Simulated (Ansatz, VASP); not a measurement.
# Pd in VASP and in Ansatz

```
CELL_PARAMETERS angstrom
-1.57228 1.57228 1.57228
1.57228 -1.57228 1.57228
1.57228 1.57228 -1.57228
ATOMIC_POSITIONS crystal
Pd 0.00000 0.00000 0.00000
```

Alike in both runs: functional r2SCAN; k mesh 12 × 12 × 12; occupations fermi-dirac, width 0.05 eV; no spin polarisation.

|  | VASP | Ansatz |
| --- | --- | --- |
| version | VASP 6.6.1 | Ansatz 0.2.0 |
| potentials or method | VASP PAW PBE potentials, release 64 (Pd) | Ansatz PAW |
| plane-wave cutoff (eV) | 520 | 500 |
| valence electrons in the cell | 10 | 18 |
| task | single point | band structure |

Ansatz gave:

```
gap on the k mesh at the Fermi level (eV) : none
pressure (GPa)                            : -5.6
```

Task: What did VASP give for the same quantities?

Result: gap on the k mesh at the Fermi level (eV): none; pressure (GPa): -5.1.

VASP's potentials were made for PBE, not for r2SCAN. A gap of «none» marks a metal or a gap that the smearing closes. VASP's potentials hold 10 valence electrons a cell and Ansatz's 18, so a difference there can come from the potentials and not from the codes.
